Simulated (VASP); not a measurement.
Runs of VASP 6.6.1 on Mo. The structure is that of space group P6/mmm (No. 191), or close to it. The cells are those of the table. This isn't the form of Mo at room conditions, which is bcc.

| cell | gap on the mesh (eV) | pressure (GPa) |
| --- | --- | --- |
| a = 2.666, b = 2.666, c = 2.572 Å, angles 90.0, 90.0, 120.0°, 1 atom | none | 13.4 |
| a = 2.666, b = 2.666, c = 2.458 Å, angles 90.0, 90.0, 120.0°, 1 atom | none | (b) |
| a = 2.666, b = 2.666, c = 2.534 Å, angles 90.0, 90.0, 120.0°, 1 atom | none | 16.8 |
| a = 2.708, b = 2.708, c = 2.458 Å, angles 90.0, 90.0, 120.0°, 1 atom | none | (a) |
| a = 2.666, b = 2.666, c = 2.496 Å, angles 90.0, 90.0, 120.0°, 1 atom | none | 20.7 |

Alike in all rows: task single point; level r2SCAN; potentials or basis VASP PAW PBE potentials, release 64 (Mo_sv); no spin polarisation; k mesh 24 × 24 × 24; cutoff (eV) 520; smearing gaussian 0.15 eV.

Task: Estimate the missing entries.

Result: (a) 16.0; (b) 25.1.

Caveats: the cell stands under pressure; the PAW data sets were made with another functional, which shifts forces and pressure a little.

A k mesh can miss the band edges, and the runs leave out spin-orbit coupling on Mo.

A gap of «none» marks levels without a gap at the run's occupations.
